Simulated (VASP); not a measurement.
A run of VASP 6.6.1 is set up as follows.

File POSCAR:

```
ZnGeP2
1.0
   -2.8050408024      2.8050408024      5.5265534193
    2.8050408024     -2.8050408024      5.5265534193
    2.8050408024      2.8050408024     -5.5265534193
Zn Ge P
2 2 4
Direct
    0.7500000000      0.2500000000      0.5000000000
    0.0000000000      0.0000000000      0.0000000000
    0.2500000000      0.7500000000      0.5000000000
    0.5000000000      0.5000000000      0.0000000000
    0.1316867243      0.6250000000      0.0066867243
    0.8750000000      0.8683132757      0.4933132757
    0.3750000000      0.3816867243      0.5066867243
    0.6183132757      0.1250000000      0.9933132757
```

Contents of INCAR.step1:

```
PREC = Accurate ; ENCUT = 550
ISMEAR = 0 ; SIGMA = 0.01
LREAL = False ; LASPH = True
NELM = 120 ; NBANDS = 46
GGA = PE ; ALGO = Normal
EDIFF = 1E-5 ; LWAVE = True
LCHARG = False ; GGA_COMPAT = False
```

Contents of INCAR.step2:

```
PREC = Accurate ; ENCUT = 550
EDIFF = 1E-6 ; ISMEAR = 0
SIGMA = 0.01 ; LREAL = False
LASPH = True ; NELM = 120
ALGO = Normal ; ISIF = 2
LWAVE = False ; LCHARG = False
METAGGA = R2SCAN ; LMIXTAU = True
NBANDS = 46 ; ISTART = 1
GGA_COMPAT = False
```

File KPOINTS:

```
Automatic mesh
0
Gamma
  6 6 6
```

Potentials or basis: VASP PAW PBE potentials, release 64 (Zn, Ge_d, P).

Run with:

```sh
$ cat potpaw_PBE.64/Zn/POTCAR potpaw_PBE.64/Ge_d/POTCAR potpaw_PBE.64/P/POTCAR > POTCAR
$ cp INCAR.step1 INCAR
$ mpirun -np 1 vasp_std > vasp.out
$ cp INCAR.step2 INCAR
$ mpirun -np 1 vasp_std > vasp.out
```

(1) Estimate the largest force.

(2) Estimate the pressure.

(3) Predict the band gap on the k mesh.

Answers

(1) 0.011 eV/Å.

(2) -6.2 GPa.

(3) 1.20 eV.

Caveat: the cell differs from its parent crystal (strain +3.0%); the cell stands under tension; the PAW data sets were made with another functional, which shifts forces and pressure a little.
